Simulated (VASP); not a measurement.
# RbW2 (P6/mmm) in VASP: notebook

Runs on RbW2. Level: PBE. Tasks: single point, relaxation of cell and atoms.

Everything below comes from runs of VASP 6.6.1. Logs are shortened: lines on timing, memory, paths and dates and some standing lists are left out, and cuts for length are marked.

### 1 The cell of the first run

It takes space group P6/mmm (No. 191, hexagonal). The conventional cell has a = 4.200 Å, b = 4.200 Å, c = 6.244 Å, α = 90.00°, β = 90.00°, γ = 120.00°. Within 5.2 Å of Rb (site symmetry 6/mmm) lie 12 W at 3.95 Å and 6 Rb at 4.20 Å. Within 3.2 Å of W (site symmetry -6m2) lie 3 W at 2.42 Å.

### 2 Single point, PBE

INCAR

```
SYSTEM = RbW2
PREC = Accurate
ENCUT = 520
EDIFF = 1E-7
ISMEAR = 0
SIGMA = 0.1
LREAL = .FALSE.
LASPH = .TRUE.
NELM = 60
ALGO = Fast
ISIF = 2
LWAVE = .FALSE.
LCHARG = .FALSE.
GGA = PE
NBANDS = 26
```

KPOINTS

```
regular mesh
0
G
  12 12 8
  0 0 0
```

POSCAR

```
RbW2
1.0
    4.2001995154      0.0000000000      0.0000000000
   -2.1000997577      3.6374794813      0.0000000000
    0.0000000000      0.0000000000      6.2443542732
Rb W
1 2
Direct
    0.0000000000      0.0000000000      0.0000000000
    0.3333333333      0.6666666667      0.5000000000
    0.6666666667      0.3333333333      0.5000000000
```

Potentials or basis: VASP PAW PBE potentials, release 64 (Rb_sv, W_sv).

Started as:

```console
cat potpaw_PBE.64/Rb_sv/POTCAR potpaw_PBE.64/W_sv/POTCAR > POTCAR
mpirun -np 1 vasp_std > vasp.out
```

OUTCAR:

```text
SYSTEM = RbW2
   PREC = Accurate
   ENCUT = 520
   EDIFF = 1E-7
   ISMEAR = 0
   LREAL = .FALSE.
   LASPH = .TRUE.
   NELM = 60
   ISIF = 2
   GGA = PE

 ion  position               nearest neighbor table
   1  0.000  0.000  0.000-   2 3.95   3 3.95   2 3.95   3 3.95   3 3.95   3 3.95   2 3.95   2 3.95
                             3 3.95   3 3.95   2 3.95   2 3.95
   2  0.333  0.667  0.500-   3 2.42   3 2.42   3 2.42   1 3.95   1 3.95   1 3.95   1 3.95   1 3.95
                             1 3.95
   3  0.667  0.333  0.500-   2 2.42   2 2.42   2 2.42   1 3.95   1 3.95   1 3.95   1 3.95   1 3.95
                             1 3.95

  LATTYP: Found a hexagonal cell.
 ALAT       =     4.2001995154
 C/A-ratio  =     1.4866803947

  Lattice vectors:

 A1 = (   4.2001995154,   0.0000000000,   0.0000000000)
 A2 = (  -2.1000997577,   3.6374794813,   0.0000000000)
 A3 = (   0.0000000000,   0.0000000000,   6.2443542732)

Analysis of symmetry for initial positions (statically):
=====================================================================
 Subroutine PRICEL returns:
 Original cell was already a primitive cell.

 Routine SETGRP: Setting up the symmetry group for a
 hexagonal supercell.

 Subroutine GETGRP returns: Found 24 space group operations
 (whereof 24 operations were pure point group operations)
 out of a pool of 24 trial point group operations.

The static configuration has the point symmetry D_6h.

Analysis of symmetry for dynamics (positions and initial velocities):
=====================================================================
 Subroutine PRICEL returns:
 Original cell was already a primitive cell.

 Routine SETGRP: Setting up the symmetry group for a
 hexagonal supercell.

 Subroutine GETGRP returns: Found 24 space group operations
 (whereof 24 operations were pure point group operations)
 out of a pool of 24 trial point group operations.

The dynamic configuration has the point symmetry D_6h.

 Subroutine INISYM returns: Found 24 space group operations
 (whereof 24 operations are pure point group operations),
 and found     1 'primitive' translations

----------------------------------------------------------------------------------------

                                     Primitive cell

  volume of cell :      95.4021

  direct lattice vectors                    reciprocal lattice vectors
     4.200199515  0.000000000  0.000000000     0.238083928  0.137457820  0.000000000
    -2.100099758  3.637479481  0.000000000     0.000000000  0.274915640  0.000000000
     0.000000000  0.000000000  6.244354273     0.000000000  0.000000000  0.160144661

  length of vectors
     4.200199515  4.200199515  6.244354273     0.274915640  0.274915640  0.160144661

  position of ions in fractional coordinates (direct lattice)
     0.000000000  0.000000000  0.000000000
     0.333333333  0.666666667  0.500000000
     0.666666667  0.333333333  0.500000000

  ion indices of the primitive-cell ions
   primitive index   ion index
                 1           1
                 2           2
                 3           3

----------------------------------------------------------------------------------------

 KPOINTS: regular mesh

Automatic generation of k-mesh.
 Grid dimensions read from file:
 generate k-points for:   12   12    8

 Generating k-lattice:

  Cartesian coordinates                     Fractional coordinates (reciprocal lattice)
     0.019840327  0.011454818  0.000000000     0.083333333  0.000000000  0.000000000
     0.000000000  0.022909637  0.000000000     0.000000000  0.083333333  0.000000000
     0.000000000  0.000000000  0.020018083     0.000000000  0.000000000  0.125000000

  Length of vectors
     0.022909637  0.022909637  0.020018083

  Shift w.r.t. Gamma in fractional coordinates (k-lattice)
     0.000000000  0.000000000  0.000000000

 Subroutine IBZKPT returns following result:
 ===========================================

 Found     95 irreducible k-points:

 Following reciprocal coordinates:
            Coordinates               Weight
  0.000000  0.000000  0.000000      1.000000
  0.083333  0.000000  0.000000      6.000000
  0.166667  0.000000  0.000000      6.000000
  0.250000  0.000000  0.000000      6.000000
  0.333333  0.000000  0.000000      6.000000
  0.416667  0.000000  0.000000      6.000000
[... 16 lines left out ...]
  0.250000  0.000000  0.125000     12.000000
  0.333333  0.000000  0.125000     12.000000
 [... further k-points ...]
   k-points           NKPTS =     95   k-points in BZ     NKDIM =     95   number of bands    NBANDS=     26
   number of dos      NEDOS =    301   number of ions     NIONS =      3
   total plane-waves  NPLWV =  49152
   dimension x,y,z NGX =    32 NGY =   32 NGZ =   48
   dimension x,y,z NGXF=    64 NGYF=   64 NGZF=   96
   ions per type =               1   2
   NGX,Y,Z   is equivalent  to a cutoff of  12.67, 12.67, 12.78 a.u.
   NGXF,Y,Z  is equivalent  to a cutoff of  25.33, 25.33, 25.56 a.u.
 SYSTEM =  RbW2
   PREC   = accura    normal or accurate (medium, high low for compatibility)
   ISTART =      0    job   : 0-new  1-cont  2-samecut
   ICHARG =      2    charge: 1-file 2-atom 10-const
   ISPIN  =      1    spin polarized calculation?
   LNONCOLLINEAR =      F non collinear calculations
   LSORBIT =      F    spin-orbit coupling
   LASPH  =      T    aspherical Exc in radial PAW
   ENCUT  =  520.0 eV  38.22 Ry    6.18 a.u.   7.81  7.81 11.61*2*pi/ulx,y,z
   NELM   =     60;   NELMIN=  2; NELMDL= -5     # of ELM steps
   EDIFF  = 0.1E-06   stopping-criterion for ELM
   LREAL  =      F    real-space projection
   EDIFFG = 0.1E-05   stopping-criterion for IOM
   NSW    =      0    number of steps for IOM
   IBRION =     -1    ionic relax: 0-MD 1-quasi-New 2-CG
   NFREE  =      0    steps in history (QN), initial steepest desc. (CG)
   ISIF   =      2    stress and relaxation
   ISYM   =      2    0-nonsym 1-usesym 2-fastsym
   POTIM  = 0.5000    time-step for ionic-motion
   TEBEG  =    0.0;   TEEND  =   0.0 temperature during run
   PSTRESS=    0.0 pullay stress
   NELECT =      37.0000    total number of electrons
   NUPDOWN=      -1.0000    fix difference up-down
   EMIN   =  10.00;   EMAX   =-10.00  energy-range for DOS
   EFERMI =   0.00;   METHOD = LEGACY
   ISMEAR =     0;   SIGMA  =   0.10  broadening in eV -4-tet -1-fermi 0-gaus
   EFERMI_NEDOS =   21; number of points for ismear=-14 and -15
   IALGO  =     68    algorithm
   IMIX   =      4    mixing-type and parameters
     AMIX     =   0.40;   BMIX     =  1.00
     AMIX_MAG =   1.60;   BMIX_MAG =  1.00
  volume/ion in A,a.u.               =      31.80       214.60
  Fermi-wavevector in a.u.,A,eV,Ry     =   1.193867  2.256082 19.392645  1.425319
  Thomas-Fermi vector in A             =   2.329871
   LORBIT       =      0    0 simple, 1 ext, 2 COOP (PROOUT), +10 PAW based schemes
   GGA     = PE    functional components
   LHFCALC =     F    Hartree Fock is set to
   AEXX    =    0.0000 exact exchange contribution
   IVDW    =     0    specifies the selected vdW correction
   LEPSILON=     F    determine dielectric tensor
   LRPA    =     F    only Hartree local field effects (RPA)
 non-spin polarized calculation
 RMM-DIIS sequential band-by-band and
 Gauss-broadening in eV      SIGMA  =   0.10
  energy-cutoff  :      520.00
  volume of cell :       95.40
 maximum number of plane-waves:      2590
 NGX is ok and might be reduce to    32
   NGX = 15   NGY = 15   NGZ = 23

 number of electron      37.0000008 magnetization

 Free energy of the ion-electron system (eV)
  ---------------------------------------------------
  ext. energy  EPLUGINS =         0.00000000
  ---------------------------------------------------
  free energy    TOTEN  =       -20.94938620 eV

  energy without entropy =      -20.92608051  energy(sigma->0) =      -20.93773336

 E-fermi :   3.1027     XC(G=0):  -9.1173

 val. band max:        3.0999209167   @ k =   0.4167   0.1667   0.5000
 cond. band min:       3.1031965212   @ k =   0.3333   0.1667   0.1250
 fundamental gap:      0.0032756045
 Fermi energy:         3.1027041286

 k-point     1 :       0.0000    0.0000    0.0000
  band No.  band energies     occupation
      1     -70.0633      2.00000
      2     -69.6940      2.00000
      3     -35.0164      2.00000
      4     -35.0164      2.00000
      5     -34.3902      2.00000
      6     -33.9336      2.00000
[... 18 lines left out ...]
     25       6.0545      0.00000
     26       8.6819      0.00000

 k-point     2 :       0.0833    0.0000    0.0000
  band No.  band energies     occupation
      1     -70.0579      2.00000
      2     -69.6997      2.00000
      3     -35.0262      2.00000
      4     -34.9969      2.00000
      5     -34.3834      2.00000
      6     -33.9407      2.00000
[... 18 lines left out ...]
     25       6.1703      0.00000
     26       8.6689      0.00000

 k-point     3 :       0.1667    0.0000    0.0000
  band No.  band energies     occupation
      1     -70.0420      2.00000
      2     -69.7163      2.00000
      3     -35.0521      2.00000
      4     -34.9407      2.00000
      5     -34.3638      2.00000
      6     -33.9612      2.00000
[... 18 lines left out ...]
     25       6.4909      0.00000
     26       8.6361      0.00000

 k-point     4 :       0.2500    0.0000    0.0000
  band No.  band energies     occupation
      1     -70.0172      2.00000
      2     -69.7420      2.00000
      3     -35.0861      2.00000
      4     -34.8558      2.00000
      5     -34.3332      2.00000
      6     -33.9930      2.00000
[... 18 lines left out ...]
     25       6.9432      0.00000
     26       8.6440      0.00000
[... 496 lines left out ...]
      1     -70.0420      2.00000
      2     -69.7163      2.00000
      3     -35.0521      2.00000
      4     -34.9407      2.00000
      5     -34.3638      2.00000
      6     -33.9612      2.00000
[... 18 lines left out ...]
     25       6.9460      0.00000
     26       8.5915      0.00000

 k-point    23 :       0.2500    0.0000    0.1250
  band No.  band energies     occupation
      1     -70.0172      2.00000
      2     -69.7420      2.00000
      3     -35.0861      2.00000
      4     -34.8558      2.00000
      5     -34.3332      2.00000
      6     -33.9930      2.00000
[... 18 lines left out ...]
     25       7.4136      0.00000
     26       8.5304      0.00000

 k-point    24 :       0.3333    0.0000    0.1250
  band No.  band energies     occupation
      1     -69.9866      2.00000
      2     -69.7734      2.00000
      3     -35.1185      2.00000
      4     -34.7574      2.00000
      5     -34.2955      2.00000
      6     -34.0320      2.00000
[... 18 lines left out ...]
     25       7.6602      0.00000
     26       8.8995      0.00000

 [... further k-points ...]

------------------------ aborting loop because EDIFF is reached ----------------------------------------

  FORCE on cell =-STRESS in cart. coord.  units (eV):
  Direction    XX          YY          ZZ          XY          YZ          ZX
  --------------------------------------------------------------------------------------
  -------------------------------------------------------------------------------------
  Total        0.3693718      0.3693718     -0.0055797      0.0000000      0.0000000      0.0000000
  in kB        6.2032080      6.2032080     -0.0937051      0.0000000      0.0000000      0.0000000
  external PRESSURE =       4.1042370 kB  Pullay stress =       0.0000000 kB

 VOLUME and BASIS-vectors are now :
 -----------------------------------------------------------------------------
  energy-cutoff  :      520.00
  volume of cell :       95.40
      direct lattice vectors                 reciprocal lattice vectors
     4.200199515  0.000000000  0.000000000     0.238083928  0.137457820  0.000000000
    -2.100099758  3.637479481  0.000000000     0.000000000  0.274915640  0.000000000
     0.000000000  0.000000000  6.244354273     0.000000000  0.000000000  0.160144661

 POSITION                                       TOTAL-FORCE (eV/Angst)
 -----------------------------------------------------------------------------------
      0.00000      0.00000      0.00000         0.000000      0.000000      0.000000
     -0.00000      2.42499      3.12218        -0.000000      0.000000      0.000000
      2.10010      1.21249      3.12218        -0.000000     -0.000000     -0.000000
 -----------------------------------------------------------------------------------
    total drift:                                0.000000      0.000000     -0.000000

  FREE ENERGIE OF THE ION-ELECTRON SYSTEM (eV)
  ---------------------------------------------------
  free  energy   TOTEN  =       -20.9493862039 eV

  energy  without entropy=      -20.9260805143  energy(sigma->0) =      -20.93773336
```

Wall time 5.9 min (1 thread of AMD EPYC 9R45 (Zen 5), shared host); peak memory 0.33 GiB.

Results:

```
Free energy            : -20.9494 eV
Pressure               : 0.4 GPa
Band gap on the k mesh : zero (an odd number of electrons rules out a gap without spin polarisation)
```

Stress tensor (GPa, compression positive):
```
 0.62  0.00  0.00
 0.00  0.62  0.00
 0.00  0.00 -0.01
```

Caveat: spin-orbit coupling is left out, which moves the levels of the heavy elements.

### 3 Relaxation of cell and atoms, PBE

This run uses another cell than the first one, of 31.58 Å³/atom.

INCAR

```
PREC = Accurate
ENCUT = 600
EDIFF = 1E-6
ISMEAR = 0
SIGMA = 0.1
LREAL = F
LASPH = T
NELM = 60
ALGO = Fast
ISIF = 3
LWAVE = F
LCHARG = F
GGA = PE
IBRION = 2
NSW = 100
EDIFFG = -0.01
```

KPOINTS

```
regular mesh
0
Gamma
  12 12 8
```

POSCAR

```
RbW2
1.0
    4.2009365467      0.0000000000      0.0000000000
   -2.1004682733      3.6381177691      0.0000000000
    0.0000000000      0.0000000000      6.1991534578
Rb W
1 2
Direct
    0.0000000000      0.0000000000      0.0000000000
    0.3333333333      0.6666666667      0.5000000000
    0.6666666667      0.3333333333      0.5000000000
```

Potentials or basis: VASP PAW PBE potentials, release 64 (Rb_sv, W_sv).

Started as:

```console
cat potpaw_PBE.64/Rb_sv/POTCAR potpaw_PBE.64/W_sv/POTCAR > POTCAR
mpirun -np 1 vasp_std > vasp.out
```

Run time: 12 min. Hardware: 1 thread of AMD EPYC 9R45 (Zen 5), shared host; peak memory 0.38 GiB.

The run converged. Its results:

```
Free energy                           : -20.9505 eV
Relaxed volume                        : 31.93 Å³/atom
Relaxed cell                          : a = 4.212 Å, b = 4.212 Å, c = 6.234 Å, α = 90.00°, β = 90.00°, γ = 120.00°
Space group after relaxing (to 0.1 Å) : P6/mmm (No. 191)
Energy gained by relaxing             : 0.5 meV/atom
Ionic steps                           : 6
Pressure after relaxing               : 0.0 GPa
Band gap on the k mesh                : zero (an odd number of electrons rules out a gap without spin polarisation)
```

The path:
```
step  energy change (eV)  largest force (eV/Å)  pressure (GPa)  volume (Å³)
   1              0.0000                0.0000            0.53        94.74
   2              0.0002                0.0000           -0.50        96.18
   3             -0.0013                0.0000            0.03        95.43
   4             -0.0013                0.0000            0.04        95.42
   5             -0.0015                0.0000            0.02        95.57
   6             -0.0016                0.0000           -0.01        95.80
```

Final structure:
```
Rb W
1.0
     4.21249    0.00000    0.00000
    -2.10625    3.64813    0.00000
     0.00000    0.00000    6.23364
Rb W
1 2
Direct
  0.00000 0.00000 0.00000
  0.33333 0.66667 0.50000
  0.66667 0.33333 0.50000
```

Levels at points of the mesh, in eV from the Fermi level:
```tsv
k point	band 15	band 16	band 17	band 18	band 19	band 20	band 21	band 22
(0.00, 0.00, 0.00)	-1.02	-1.02	-0.08	-0.08	0.61	0.61	1.15	2.36
(0.50, 0.00, 0.00)	-1.75	-1.73	-1.31	-0.88	-0.36	0.28	1.00	4.18
(0.00, 0.00, 0.50)	-1.06	-1.06	-0.99	-0.13	-0.13	0.62	0.62	2.48
(0.50, 0.00, 0.50)	-1.75	-1.68	-1.65	-0.46	-0.24	0.57	1.30	2.86
```

Caveat: spin-orbit coupling is left out, which moves the levels of the heavy elements.
